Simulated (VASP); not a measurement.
# Ta (Im-3m) in VASP: further runs, part 2 of 2

VASP 6.6.1. Earlier steps stand in the parts before.

### 3 Single point, HF

Input file POSCAR:

```
Ta
1.0
   -1.6512800000      1.6512800000      1.6512800000
    1.6512800000     -1.6512800000      1.6512800000
    1.6512800000      1.6512800000     -1.6512800000
Ta
1
Direct
    0.0000000000      0.0000000000      0.0000000000
```

Input file INCAR.step1:

```
PREC     = Accurate       # precision mode
ENCUT    = 520            # plane-wave cutoff, eV
EDIFF    = 1E-5           # SCF threshold, eV
ISMEAR   = -1             # smearing method
SIGMA    = 0.05           # smearing width, eV
LREAL    = F              # projectors in reciprocal space
LASPH    = T              # aspherical terms in the spheres
NELM     = 100            # most SCF steps
ALGO     = Normal         # electronic algorithm
ISIF     = 2              # what is computed and relaxed
LWAVE    = T              # write WAVECAR
GGA      = PE             # functional
NBANDS   = 12             # bands
```

Input file INCAR.step2:

```
PREC     = Accurate       # precision mode
ENCUT    = 520            # plane-wave cutoff, eV
EDIFF    = 1E-6           # SCF threshold, eV
ISMEAR   = -1             # smearing method
SIGMA    = 0.05           # smearing width, eV
LREAL    = F              # projectors in reciprocal space
LASPH    = T              # aspherical terms in the spheres
NELM     = 100            # most SCF steps
ALGO     = Normal         # electronic algorithm
ISIF     = 2              # what is computed and relaxed
LWAVE    = F              # write WAVECAR
LCHARG   = T              # write CHGCAR
GGA      = PE             # functional
LHFCALC  = T              # exact exchange
AEXX     = 1.0            # exact-exchange fraction
ALDAC    = 0.0          
AGGAC    = 0.0          
PRECFOCK = Normal       
LELF     = T              # ELF
LVHAR    = T            
ISTART   = 1            
NBANDS   = 12             # bands
```

Input file KPOINTS:

```
regular mesh
0
Gamma
  6 6 6
```

Potentials or basis: VASP PAW PBE potentials, release 64 (Ta_pv).

The run is started by

```
$ cat potpaw_PBE.64/Ta_pv/POTCAR > POTCAR
$ cp INCAR.step1 INCAR
$ mpirun -np 1 vasp_std > vasp.out
$ cp INCAR.step2 INCAR
$ mpirun -np 1 vasp_std > vasp.out
```

OUTCAR:

```text
PREC = Accurate
   ENCUT = 520
   EDIFF = 1E-6
   ISMEAR = -1
   LREAL = F
   LASPH = T
   NELM = 100
   ISIF = 2
   GGA = PE
   LHFCALC = T
   AEXX = 1.0
   PRECFOCK = Normal
   ISTART = 1

 ion  position               nearest neighbor table
   1  0.000  0.000  0.000-

  LATTYP: Found a body centered cubic cell.
 ALAT       =     3.3025600000

  Lattice vectors:

 A1 = (  -1.6512800000,   1.6512800000,   1.6512800000)
 A2 = (   1.6512800000,  -1.6512800000,   1.6512800000)
 A3 = (   1.6512800000,   1.6512800000,  -1.6512800000)

Analysis of symmetry for initial positions (statically):
=====================================================================
 Subroutine PRICEL returns:
 Original cell was already a primitive cell.

 Routine SETGRP: Setting up the symmetry group for a
 body centered cubic supercell.

 Subroutine GETGRP returns: Found 48 space group operations
 (whereof 48 operations were pure point group operations)
 out of a pool of 48 trial point group operations.

The static configuration has the point symmetry O_h .

Analysis of symmetry for dynamics (positions and initial velocities):
=====================================================================
 Subroutine PRICEL returns:
 Original cell was already a primitive cell.

 Routine SETGRP: Setting up the symmetry group for a
 body centered cubic supercell.

 Subroutine GETGRP returns: Found 48 space group operations
 (whereof 48 operations were pure point group operations)
 out of a pool of 48 trial point group operations.

The dynamic configuration has the point symmetry O_h .

 Subroutine INISYM returns: Found 48 space group operations
 (whereof 48 operations are pure point group operations),
 and found     1 'primitive' translations

----------------------------------------------------------------------------------------

[... 113 lines left out ...]
   AEXX    =    1.0000 exact exchange contribution
   HFSCREEN=    0.0000 screening length (either q_TF or 0.3 A-1)
   HFSCREENC=   0.0000 screening length for correlation (either q_TF or 0.3 A-1)
   ENCUTFOCK=  -1.0 apply spherical cutoff to Coloumb kernel
   IVDW    =     0    specifies the selected vdW correction
   LEPSILON=     F    determine dielectric tensor
   LRPA    =     F    only Hartree local field effects (RPA)
 non-spin polarized calculation
  energy-cutoff  :      520.00
  volume of cell :       18.01
 maximum number of plane-waves:       498
 NGX is ok and might be reduce to    24
  NGX = 16; NGY = 16; NGZ = 16

 number of electron      11.0000002 magnetization

 Free energy of the ion-electron system (eV)
  ---------------------------------------------------
  ext. energy  EPLUGINS =         0.00000000
  ---------------------------------------------------
  free energy    TOTEN  =       -20.65045469 eV

  energy without entropy =      -20.64310398  energy(sigma->0) =      -20.64677934

 E-fermi :   6.0314     XC(G=0):   0.0000

 val. band max:        6.0058698644   @ k =  -0.3333   0.5000   0.1667
 cond. band min:       6.8525076930   @ k =   0.3333   0.0000   0.0000
 fundamental gap:      0.8466378286
 Fermi energy:         6.0314111377

 k-point     1 :       0.0000    0.0000    0.0000
  band No.  band energies     occupation
      1     -37.5606      2.00000
      2     -37.5606      2.00000
      3     -37.5606      2.00000
      4      -7.8782      2.00000
      5      10.7562      0.00000
      6      10.7562      0.00000
      7      10.7562      0.00000
      8      15.5581      0.00000
      9      15.5581      0.00000
     10      26.9358      0.00000
     11      26.9358      0.00000
     12      30.5643      0.00000
[... 211 lines left out ...]
 k-point    16 :       0.5000    0.5000    0.5000
  band No.  band energies     occupation
      1     -38.6936      2.00000
      2     -38.6936      2.00000
      3     -38.6936      2.00000
      4      -1.2825      2.00000
      5      -1.2825      2.00000
      6      18.5018      0.00000
      7      18.5018      0.00000
      8      18.5018      0.00000
      9      19.5577      0.00000
     10      19.5577      0.00000
     11      19.5577      0.00000
     12      28.9288      0.00000

------------------------ aborting loop because EDIFF is reached ----------------------------------------

  FORCE on cell =-STRESS in cart. coord.  units (eV):
  Direction    XX          YY          ZZ          XY          YZ          ZX
  --------------------------------------------------------------------------------------
  -------------------------------------------------------------------------------------
  Total        1.3689212      1.3689212      1.3689212     -0.0000000      0.0000000     -0.0000000
  in kB      121.7774536    121.7774536    121.7774536     -0.0000000      0.0000000     -0.0000000
  external PRESSURE =     121.7774536 kB  Pullay stress =       0.0000000 kB

 VOLUME and BASIS-vectors are now :
 -----------------------------------------------------------------------------
  energy-cutoff  :      520.00
  volume of cell :       18.01
      direct lattice vectors                 reciprocal lattice vectors
    -1.651280000  1.651280000  1.651280000     0.000000000  0.302795407  0.302795407
     1.651280000 -1.651280000  1.651280000     0.302795407  0.000000000  0.302795407
     1.651280000  1.651280000 -1.651280000     0.302795407  0.302795407  0.000000000

 POSITION                                       TOTAL-FORCE (eV/Angst)
 -----------------------------------------------------------------------------------
      0.00000      0.00000      0.00000        -0.000000     -0.000000      0.000000
 -----------------------------------------------------------------------------------
    total drift:                                0.000000      0.000000      0.000000

  FREE ENERGIE OF THE ION-ELECTRON SYSTEM (eV)
  ---------------------------------------------------
  free  energy   TOTEN  =       -20.6504546903 eV

  energy  without entropy=      -20.6431039803  energy(sigma->0) =      -20.64677934
```

OUTCAR.step1:

```text
PREC = Accurate
   ENCUT = 520
   EDIFF = 1E-5
   ISMEAR = -1
   LREAL = F
[... 445 lines left out ...]

 POSITION                                       TOTAL-FORCE (eV/Angst)
 -----------------------------------------------------------------------------------
      0.00000      0.00000      0.00000         0.000000      0.000000     -0.000000
 -----------------------------------------------------------------------------------
    total drift:                                0.000000      0.000000     -0.000000

  FREE ENERGIE OF THE ION-ELECTRON SYSTEM (eV)
  ---------------------------------------------------
  free  energy   TOTEN  =       -11.7391063391 eV

  energy  without entropy=      -11.7118298402  energy(sigma->0) =      -11.72546809
```

Wall time 6.7 min (1 thread of Intel Xeon Platinum 8488C (Sapphire Rapids), shared host); peak memory 0.15 GiB.

What came out:

```yaml
Free_energy: -20.6505 eV
Pressure: 12.2 GPa
Band_gap_on_the_k_mesh: zero (an odd number of electrons rules out a gap without spin polarisation)
```

Levels at points of the mesh, in eV from the Fermi level:
```
           k point  band 1  band 2  band 3  band 4  band 5  band 6  band 7  band 8  band 9  band 10
(0.00, 0.00, 0.00)  -43.59  -43.59  -43.59  -13.91    4.72    4.72    4.72    9.53    9.53    20.90
(0.50, 0.00, 0.00)  -45.42  -44.11  -43.60   -8.23   -3.52    1.78    9.29   10.47   13.62    17.12
(0.50, 0.50, 0.50)  -44.73  -44.73  -44.73   -7.31   -7.31   12.47   12.47   12.47   13.53    13.53
```

Caveat: the k points lie up to 0.45 Å⁻¹ apart, too coarse for converged energies and pressures of a metal; the PAW data sets were made with another functional, which shifts forces and pressure a little; spin-orbit coupling is left out, which moves the levels of the heavy elements.

The gap in the log of VASP goes by the Fermi energy; the results here count the filled bands.